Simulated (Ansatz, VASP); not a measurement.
**One calculation of GaN, two programs**

Contents of POSCAR:

```
GaN
1.0
    3.3251180526      0.0000000000      0.0000000000
   -1.6625590263      2.8796367041      0.0000000000
    0.0000000000      0.0000000000      5.1836255286
Ga N
2 2
Direct
    0.3333333333      0.6666666667     -0.0036687774
    0.6666666667      0.3333333333      0.4963312226
    0.3333333333      0.6666666667      0.3786687774
    0.6666666667      0.3333333333      0.8786687774
```

Contents of INCAR.step1:

```
PREC     = Accurate       # precision mode
ENCUT    = 520            # plane-wave cutoff, eV
ISMEAR   = 0              # smearing method
SIGMA    = 0.01           # smearing width, eV
LREAL    = False          # projectors in reciprocal space
LASPH    = True           # aspherical terms in the spheres
NELM     = 60             # most SCF steps
NBANDS   = 26             # bands
GGA      = PE             # functional
ALGO     = Normal         # electronic algorithm
EDIFF    = 1E-4           # SCF threshold, eV
LWAVE    = True           # write WAVECAR
LCHARG   = False          # write CHGCAR
```

Contents of INCAR.step2:

```
PREC     = Accurate       # precision mode
ENCUT    = 520            # plane-wave cutoff, eV
EDIFF    = 1E-6           # SCF threshold, eV
ISMEAR   = 0              # smearing method
SIGMA    = 0.01           # smearing width, eV
LREAL    = False          # projectors in reciprocal space
LASPH    = True           # aspherical terms in the spheres
NELM     = 60             # most SCF steps
ALGO     = Normal         # electronic algorithm
ISIF     = 2              # what is computed and relaxed
LWAVE    = False          # write WAVECAR
LCHARG   = True           # write CHGCAR
METAGGA  = R2SCAN         # meta-GGA
LMIXTAU  = True         
LELF     = True           # ELF
LVHAR    = True         
NBANDS   = 26             # bands
ISTART   = 1
```

File KPOINTS:

```
Automatic mesh
0
Gamma
  12 12 6
```

Input for Ansatz:

```yaml
crystal:
  lattice:
    - [3.3251180526, 0.0, 0.0]
    - [-1.6625590263, 2.8796367041, 0.0]
    - [0.0, 0.0, 5.1836255286]
  atoms:
    - { symbol: Ga, position: [0.3333333333, 0.6666666667, -0.0036687774] }
    - { symbol: Ga, position: [0.6666666667, 0.3333333333, 0.4963312226] }
    - { symbol: "N", position: [0.3333333333, 0.6666666667, 0.3786687774] }
    - { symbol: "N", position: [0.6666666667, 0.3333333333, 0.8786687774] }
kpoints:
  mp_grid: { grid: [12, 12, 6] }
  band_path:
    path:
      - [0.0, 0.0, 0.0]
      - [0.5, 0.0, 0.0]
      - [0.3333333333, 0.3333333333, 0.0]
      - [0.0, 0.0, 0.5]
      - [0.5, 0.0, 0.5]
      - [0.3333333333, 0.3333333333, 0.5]
    npoints: 1
hamiltonian:
  xc: r2scan
scf:
  occupations: { method: fixed }
  n_extra_bands: 5
output:
  forces: true
  stress: true
  eigenvalues: true
  write_density: true
  write_potential: true
  elf: true
  volumetric_format: npy
```

Change from the starting cell: biaxial_xy strain +4.5%.

Alike in both runs: task single point; functional r2SCAN; k mesh 12 × 12 × 6; no spin polarisation.

|  | VASP | Ansatz |
| --- | --- | --- |
| version | VASP 6.6.1 | Ansatz 0.2.0 |
| potentials or method | VASP PAW PBE potentials, release 64 (Ga_d, N) | plane waves, PAW |
| plane-wave cutoff (eV) | 520 | 500 |
| occupations | gaussian, width 0.01 eV | fixed |
| valence electrons in the cell | 36 | 36 |

|  | VASP | Ansatz | Ansatz less VASP |
| --- | --- | --- | --- |
| gap on the k mesh at the Fermi level (eV) | 1.67 | 1.67 | +0.004 |
| pressure (GPa) | -13.4 | -14.1 | -0.75 |
| traceless stress, the component that is largest in VASP (GPa) | 7.60 | 7.56 | -0.039 |
| rms of the force components (eV/Å) | 0.010 | 0.001 | -0.0091 |

VASP's potentials were made for PBE, not for r2SCAN. Atom by atom the forces differ by 0.009 eV/Å (rms over components).
